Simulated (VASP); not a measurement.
Set up this calculation in VASP 6.6.1, as the native input.

```yaml
Task: relaxation of cell and atoms
Functional: PBEsol
Potentials_or_basis: VASP PAW PBE potentials, release 64 (Ti_sv, Al)
Cutoff: 600 eV
k_mesh: 16 × 16 × 16
Occupations: gaussian, width 0.1 eV
Spin: no spin polarisation
Target_pressure: 4 GPa
Dipole_correction: no
Further_INCAR_settings: ALGO = Fast; EDIFF = 1e-06; IBRION = 2; EDIFFG = -0.008; NSW = 70; ISIF = 3
```

The structure of TiAl3 lies in POSCAR:

```
TiAl3
1.0
   -1.8864979366      1.8864979366      4.2279268084
    1.8864979366     -1.8864979366      4.2279268084
    1.8864979366      1.8864979366     -4.2279268084
Ti Al
1 3
Direct
    0.0000000000      0.0000000000      0.0000000000
    0.5000000000      0.5000000000      0.0000000000
    0.7500000000      0.2500000000      0.5000000000
    0.2500000000      0.7500000000      0.5000000000
```

One way to write it, as run:

INCAR

```
SYSTEM = TiAl3
PREC = Accurate
ENCUT = 600
EDIFF = 1E-6
ISMEAR = 0
SIGMA = 0.1
LREAL = .False.
LASPH = .True.
NELM = 60
ALGO = Fast
ISIF = 3
LWAVE = .False.
LCHARG = .False.
GGA = PS
IBRION = 2
NSW = 70
EDIFFG = -0.008
PSTRESS = 40.0
```

KPOINTS

```
Automatic mesh
0
Gamma
  16 16 16
  0 0 0
```

Potentials or basis: VASP PAW PBE potentials, release 64 (Ti_sv, Al).

Run with:

```console
$ cat potpaw_PBE.64/Ti_sv/POTCAR potpaw_PBE.64/Al/POTCAR > POTCAR
$ mpirun -np 1 vasp_std > vasp.out
```

Results of the run:

```
Relaxed volume                                             : 15.07 Å³/atom
Relaxed cell                                               : a = 5.001 Å, b = 5.001 Å, c = 5.001 Å, α = 135.64°, β = 135.64°, γ = 64.53°
Space group after relaxing (to 0.1 Å)                      : I4/mmm (No. 139)
Energy change on relaxing (the run minimises the enthalpy) : -0.5 meV/atom
Ionic steps                                                : 3
Pressure after relaxing                                    : 4.0 GPa
Band gap on the k mesh                                     : zero (an odd number of electrons rules out a gap without spin polarisation)
```

Caveat: the cell is relaxed towards a set pressure, so the run minimises the enthalpy, not the energy; the PAW data sets were made with another functional, which shifts forces and pressure a little.

Run time: 15 min on 1 thread of Intel(R) Xeon(R) 6975P-C (Granite Rapids), with other jobs on the host, peak memory 0.56 GiB.
